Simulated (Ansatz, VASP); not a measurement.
# One calculation of Sc2SiF2, two programs

INCAR

```
SYSTEM = Sc2SiF2
PREC     = Accurate       ! precision mode
ENCUT    = 600            ! plane-wave cutoff, eV
EDIFF    = 1E-6           ! SCF threshold, eV
ISMEAR   = 0              ! smearing method
SIGMA    = 0.1            ! smearing width, eV
LREAL    = .False.        ! projectors in reciprocal space
LASPH    = .True.         ! aspherical terms in the spheres
NELM     = 200            ! most SCF steps
ALGO     = Normal         ! electronic algorithm
ISIF     = 2              ! what is computed and relaxed
LWAVE    = .False.        ! write WAVECAR
LCHARG   = .False.        ! write CHGCAR
ISPIN    = 2              ! spin polarisation
MAGMOM   = 0 0 0 1 1      ! initial moments
LORBIT   = 11             ! projections on sites
LMAXMIX  = 4              ! l up to which the mixer works
GGA      = PE             ! functional
NBANDS   = 32             ! bands
GGA_COMPAT= .False.
```

KPOINTS

```
Automatic mesh
0
Gamma
  4 4 4
  0 0 0
```

POSCAR

```
Sc2SiF2
1.0
    5.4479308745      0.0000000000      0.0000000000
    0.0000000000      5.4479308745      0.0000000000
    0.0000000000      0.0000000000      4.0283286829
Sc Si F
2 1 2
Direct
    0.5000000000      0.0000000000      0.0000000000
    0.0000000000      0.5000000000      0.0000000000
    0.0000000000      0.0000000000      0.0000000000
    0.5000000000      0.0000000000      0.5000000000
    0.0000000000      0.5000000000      0.5000000000
```

Input for Ansatz:

```yaml
crystal:
  lattice:
    - [5.4479308745, 0.0, 0.0]
    - [0.0, 5.4479308745, 0.0]
    - [0.0, 0.0, 4.0283286829]
  atoms:
    - { symbol: Sc, position: [0.5, 0.0, 0.0] }
    - { symbol: Sc, position: [0.0, 0.5, 0.0] }
    - { symbol: Si, position: [0.0, 0.0, 0.0] }
    - { symbol: F, position: [0.5, 0.0, 0.5], spin: 1.0 }
    - { symbol: F, position: [0.0, 0.5, 0.5], spin: 1.0 }
basis:
  ecutwfc: 420
kpoints:
  mp_grid: { grid: [4, 4, 4] }
hamiltonian:
  xc: pbe
scf:
  occupations: { method: gaussian, width: 0.1 }
  lower_state_search: "off"
output:
  forces: true
  stress: true
  eigenvalues: true
  populations: true
magnetization:
  spin_polarized: true
```

Alike in both runs: task single point; functional PBE; k mesh 4 × 4 × 4; occupations gaussian, width 0.1 eV; collinear spin.

|  | VASP | Ansatz |
| --- | --- | --- |
| version | VASP 6.6.1 | Ansatz 0.2.0 |
| potentials or method | VASP PAW PBE potentials, release 64 (Sc_sv, Si, F), cutoff 600 eV | scalar-relativistic, plane waves, PAW |
| valence electrons in the cell | 40 | 40 |

Ansatz gave:

```
gap on the k mesh at the Fermi level (eV)                     : none
pressure (GPa)                                                : 0.0
traceless stress, the component that is largest in VASP (GPa) : -0.16
net moment per atom (μB)                                      : 0.10
size of the moment on the site where the two differ most (μB) : 0.15
```

Task: Which values does VASP return?

Result: gap on the k mesh at the Fermi level (eV): none; pressure (GPa): 0.2; traceless stress, the component that is largest in VASP (GPa): 0.37; net moment per atom (μB): 0.10; size of the moment on the site where the two differ most (μB): 0.10.

Site moments also hang on the region over which each program counts them. A gap of «none» marks a metal or a gap that the smearing closes.

The k mesh is coarse, so the values compare programs but aren't converged.
